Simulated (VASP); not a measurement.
A run of VASP 6.6.1 is set up as follows.

The input POSCAR:

```
InP
1.0
    0.0000000000      2.7477570280      2.7477570280
    2.7477570280      0.0000000000      2.7477570280
    2.7477570280      2.7477570280      0.0000000000
In P
1 1
Direct
    0.0000000000      0.0000000000      0.0000000000
    0.5000000000      0.5000000000      0.5000000000
```

Contents of INCAR.step1:

```
SYSTEM = InP
PREC = Accurate
ENCUT = 520
ISMEAR = -1
SIGMA = 0.05
LREAL = .False.
LASPH = .True.
NELM = 80
NBANDS = 16
GGA = PE
ALGO = Normal
EDIFF = 1E-4
LWAVE = .True.
LCHARG = .False.
```

INCAR.step2

```
SYSTEM = InP
PREC = Accurate
ENCUT = 520
EDIFF = 1E-6
ISMEAR = -1
SIGMA = 0.05
LREAL = .False.
LASPH = .True.
NELM = 80
ALGO = Normal
ISIF = 2
LWAVE = .False.
LCHARG = .False.
METAGGA = R2SCAN
LMIXTAU = .True.
NBANDS = 16
ISTART = 1
```

Contents of KPOINTS:

```
Automatic mesh
0
Gamma
  14 14 14
  0 0 0
```

Potentials or basis: VASP PAW PBE potentials, release 64 (In_d, P).

The run is started by

```bash
$ cat potpaw_PBE.64/In_d/POTCAR potpaw_PBE.64/P/POTCAR > POTCAR
$ cp INCAR.step1 INCAR
$ mpirun -np 1 vasp_std > vasp.out
$ cp INCAR.step2 INCAR
$ mpirun -np 1 vasp_std > vasp.out
```

(1) Estimate the band gap on the k mesh.

(2) Estimate the pressure.

Answers

(1) zero (bands 9 and 10 overlap by 2.61 eV).

(2) 0.0 GPa.

Caveat: the PAW data sets were made with another functional, which shifts forces and pressure a little; spin-orbit coupling is left out, which moves the levels of the heavy elements.
